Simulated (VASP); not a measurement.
# BAs (I-4m2) in VASP: further runs, part 2 of 2

VASP 6.6.1. Earlier steps stand in the parts before.

### 4 Single point, PBE (strain -0.080 along x and y, +0.080 along z)

Input file INCAR:

```
  PREC = Accurate
  ENCUT = 520
  EDIFF = 1E-6
  ISMEAR = 0
  SIGMA = 0.05
  LREAL = False
  LASPH = True
  NELM = 80
  ALGO = Normal
  ISIF = 2
  LWAVE = False
  LCHARG = True
  GGA = PE
  LELF = True
  LVHAR = True
  NBANDS = 11
```

Input file KPOINTS:

```
regular mesh
0
Gamma
  10 10 10
```

Input file POSCAR:

```
BAs
1.0
    0.0000000000      2.2120582687      2.5967640545
    2.2120582687      0.0000000000      2.5967640545
    2.2120582687      2.2120582687      0.0000000000
B As
1 1
Direct
    0.0000000000      0.0000000000      0.0000000000
    0.7500000000      0.7500000000      0.7500000000
```

Potentials or basis: VASP PAW PBE potentials, release 64 (B, As).

Command:

```bash
cat potpaw_PBE.64/B/POTCAR potpaw_PBE.64/As/POTCAR > POTCAR
mpirun -np 1 vasp_std > vasp.out
```

OUTCAR:

```text
PREC = Accurate
   ENCUT = 520
   EDIFF = 1E-6
   ISMEAR = 0
   LREAL = False
   LASPH = True
   NELM = 80
   ISIF = 2
   GGA = PE

 ion  position               nearest neighbor table
   1  0.000  0.000  0.000-   2 2.03   2 2.03   2 2.03   2 2.03
   2  0.750  0.750  0.750-   1 2.03   1 2.03   1 2.03   1 2.03

  LATTYP: Found a body centered tetragonal cell.
 ALAT       =     3.1283228044
 C/A-ratio  =     1.6601637471

  Lattice vectors:

 A1 = (  -2.2120582687,   0.0000000000,   2.5967640545)
 A2 = (   2.2120582687,   0.0000000000,   2.5967640545)
[... 514 lines left out ...]
      7      15.7833      0.00000
      8      16.4620      0.00000
      9      18.3565      0.00000
     10      22.6538      0.00000
     11      24.2268      0.00000

 [... further k-points ...]
[... 5 lines left out ...]
  --------------------------------------------------------------------------------------
  -------------------------------------------------------------------------------------
  Total        4.6352761      4.6352761     -2.2025384      0.0000000      0.0000000      0.0000000
  in kB      292.2338921    292.2338921   -138.8604183      0.0000000      0.0000000      0.0000000
  external PRESSURE =     148.5357887 kB  Pullay stress =       0.0000000 kB

 VOLUME and BASIS-vectors are now :
 -----------------------------------------------------------------------------
  energy-cutoff  :      520.00
  volume of cell :       25.41
      direct lattice vectors                 reciprocal lattice vectors
     0.000000000  2.212058269  2.596764054    -0.226033829  0.226033829  0.192547336
     2.212058269  0.000000000  2.596764054     0.226033829 -0.226033829  0.192547336
     2.212058269  2.212058269  0.000000000     0.226033829  0.226033829 -0.192547336

 POSITION                                       TOTAL-FORCE (eV/Angst)
 -----------------------------------------------------------------------------------
      0.00000      0.00000      0.00000        -0.000000     -0.000000     -0.000000
      3.31809      3.31809      3.89515         0.000000      0.000000      0.000000
 -----------------------------------------------------------------------------------
    total drift:                                0.000000      0.000000      0.000000

  FREE ENERGIE OF THE ION-ELECTRON SYSTEM (eV)
  ---------------------------------------------------
  free  energy   TOTEN  =       -10.9575573327 eV

  energy  without entropy=      -10.9573983347  energy(sigma->0) =      -10.95747783
```

OSZICAR:

```text
N       E                     dE             d eps       ncg     rms          rms(c)
DAV:   1     0.132443165781E+02    0.13244E+02   -0.38371E+03  2252   0.648E+02
DAV:   2    -0.110084174012E+02   -0.24253E+02   -0.23157E+02  3016   0.107E+02
DAV:   3    -0.117006146816E+02   -0.69220E+00   -0.68984E+00  2771   0.167E+01
DAV:   4    -0.117022820667E+02   -0.16674E-02   -0.16673E-02  2507   0.926E-01
DAV:   5    -0.117022841476E+02   -0.20809E-05   -0.20809E-05  2720   0.352E-02    0.536E+00
DAV:   6    -0.110346744498E+02    0.66761E+00   -0.18202E+00  2403   0.558E+00    0.259E+00
DAV:   7    -0.109652912787E+02    0.69383E-01   -0.21493E-01  2698   0.229E+00    0.106E+00
DAV:   8    -0.109571668829E+02    0.81244E-02   -0.21101E-02  2484   0.816E-01    0.120E-01
DAV:   9    -0.109574405122E+02   -0.27363E-03   -0.82356E-04  2631   0.170E-01    0.649E-02
DAV:  10    -0.109575545193E+02   -0.11401E-03   -0.16498E-04  2403   0.804E-02    0.131E-02
DAV:  11    -0.109575573607E+02   -0.28415E-05   -0.25353E-06  2754   0.115E-02    0.110E-02
DAV:  12    -0.109575573327E+02    0.28073E-07   -0.21370E-06  2361   0.836E-03
   1 F= -.10957557E+02 E0= -.10957478E+02  d E =-.158998E-03
```

stdout:

```text
POSCAR found type information on POSCAR B As
 POSCAR found :  2 types and       2 ions
 scaLAPACK will be used
 LDA part: xc-table for (Slater+PW92), standard interpolation
 POSCAR, INCAR and KPOINTS ok, starting setup
 FFT: planning ... GRIDC
 FFT: planning ... GRID_SOFT
 FFT: planning ... GRID
 WAVECAR not read
 entering main loop
```

It took 17 s on 1 thread of AMD EPYC 9R45 (Zen 5), shared host; peak memory 0.14 GiB.

Results:

```yaml
Free_energy: -10.9576 eV
Pressure: 14.9 GPa
Band_gap_on_the_k_mesh: zero (band 4 reaches 7.59 eV, above the bottom of band 5 at 7.42 eV)
```

Caveat: the cell differs from its parent crystal (strain -0.080 along x and y, +0.080 along z).

### 5 Single point, PBE (strain +0.000 along x and y, -0.080 along z)

Input file INCAR:

```
PREC = Accurate ; ENCUT = 520
EDIFF = 1E-7 ; ISMEAR = 0
SIGMA = 0.05 ; LREAL = F
LASPH = T ; NELM = 60
ALGO = Normal ; ISIF = 2
LWAVE = F ; LCHARG = F
GGA = PE ; NBANDS = 11
```

KPOINTS is that of step 4.

Input file POSCAR:

```
BAs
1.0
    0.0000000000      2.4044111616      2.2120582687
    2.4044111616      0.0000000000      2.2120582687
    2.4044111616      2.4044111616      0.0000000000
B As
1 1
Direct
    0.0000000000      0.0000000000      0.0000000000
    0.7500000000      0.7500000000      0.7500000000
```

Command:

```bash
cat potpaw_PBE.64/B/POTCAR potpaw_PBE.64/As/POTCAR > POTCAR
mpirun -np 1 vasp_std > vasp.out
```

Wall time 15 s (1 thread of AMD EPYC 9R45 (Zen 5), shared host); peak memory 0.13 GiB.

It converged, with:

```yaml
Free_energy: -11.2453 eV
Pressure: 13.8 GPa
Band_gap_on_the_k_mesh: zero (band 4 reaches 7.36 eV, above the bottom of band 5 at 7.21 eV)
```

Stress tensor (GPa, compression positive):
```
 8.64  0.00  0.00
 0.00  8.64  0.00
 0.00  0.00 24.00
```

Levels at points of the mesh, in eV from the Fermi level:
| k point | band 1 | band 2 | band 3 | band 4 | band 5 | band 6 | band 7 | band 8 | band 9 |
| --- | --- | --- | --- | --- | --- | --- | --- | --- | --- |
| (0.00, 0.00, 0.00) | -16.36 | -0.62 | -0.62 | 0.14 | 2.68 | 3.23 | 3.23 | 5.08 | 9.58 |
| (0.50, 0.00, 0.00) | -13.23 | -9.62 | -2.78 | -1.81 | 2.34 | 4.11 | 5.27 | 8.72 | 12.52 |
| (0.50, 0.50, 0.00) | -11.33 | -8.75 | -5.24 | -5.24 | 0.30 | 0.34 | 11.61 | 11.61 | 13.58 |
| (0.50, 0.00, 0.50) | -12.06 | -9.49 | -4.47 | -4.33 | 1.35 | 1.42 | 10.73 | 11.90 | 12.54 |

Caveat: the cell differs from its parent crystal (strain +0.000 along x and y, -0.080 along z).

### 6 Single point, PBE (strain +0.000 along x and y, -0.040 along z)

Input file INCAR:

```
PREC = Accurate
ENCUT = 520
EDIFF = 1E-6
ISMEAR = 0
SIGMA = 0.05
LREAL = F
LASPH = T
NELM = 100
ALGO = Normal
ISIF = 2
LWAVE = F
LCHARG = F
GGA = PE
NBANDS = 11
```

Input file KPOINTS:

```
Automatic mesh
0
Gamma
  10 10 10
```

Input file POSCAR:

```
BAs
1.0
    0.0000000000      2.4044111616      2.3082347151
    2.4044111616      0.0000000000      2.3082347151
    2.4044111616      2.4044111616      0.0000000000
B As
1 1
Direct
    0.0000000000      0.0000000000      0.0000000000
    0.7500000000      0.7500000000      0.7500000000
```

Potentials or basis: VASP PAW PBE potentials, release 64 (B, As).

Command:

```bash
cat potpaw_PBE.64/B/POTCAR potpaw_PBE.64/As/POTCAR > POTCAR
mpirun -np 1 vasp_std > vasp.out
```

Run time: 19 s. Hardware: 1 thread of AMD EPYC 9R45 (Zen 5), shared host; peak memory 0.15 GiB.

Results (log left out):

| Item | Value |
| --- | --- |
| Free energy | -11.3701 eV |
| Pressure | 6.6 GPa |
| Band gap on the k mesh | 0.54 eV, indirect (least direct gap 2.88 eV) |

Stress tensor (GPa, compression positive):
```
 3.91  0.00  0.00
 0.00  3.91  0.00
 0.00  0.00 11.93
```

Levels at points of the mesh, in eV from the valence-band top:
```csv
k point,band 1,band 2,band 3,band 4,band 5,band 6,band 7,band 8,band 9
"(0.00, 0.00, 0.00)",-15.85,-0.38,-0.38,0.00,2.88,3.15,3.15,4.68,9.44
"(0.50, 0.00, 0.00)",-12.90,-9.20,-2.35,-1.87,2.47,4.37,4.83,8.67,12.54
"(0.50, 0.50, 0.00)",-11.32,-8.67,-4.68,-4.68,0.82,0.83,11.32,11.32,13.05
"(0.50, 0.00, 0.50)",-11.66,-9.01,-4.32,-4.25,1.31,1.35,10.94,11.53,12.60
```

Caveat: the cell differs from its parent crystal (strain +0.000 along x and y, -0.040 along z). A k mesh can miss the band edges.

### 7 The runs side by side

| cell | gap on the mesh (eV) | pressure (GPa) |
| --- | --- | --- |
| a = 3.197, b = 3.197, c = 3.264 Å, angles 59.3, 59.3, 61.4°, 2 atoms | 0.33 | 31.6 |
| a = 3.339, b = 3.339, c = 3.128 Å, angles 62.1, 62.1, 55.9°, 2 atoms | 0.07 | 22.6 |
| a = 3.411, b = 3.411, c = 3.128 Å, angles 62.7, 62.7, 54.6°, 2 atoms | none | 14.9 |
| a = 3.267, b = 3.267, c = 3.400 Å, angles 58.6, 58.6, 62.7°, 2 atoms | none | 13.8 |
| a = 3.333, b = 3.333, c = 3.400 Å, angles 59.3, 59.3, 61.3°, 2 atoms | 0.54 | 6.6 |

Alike in all rows: task single point; level PBE; potentials or basis VASP PAW PBE potentials, release 64 (B, As); no spin polarisation; k mesh 10 × 10 × 10; cutoff (eV) 520; smearing gaussian 0.05 eV.

Absolute energies hang on the potentials; compare differences alone.
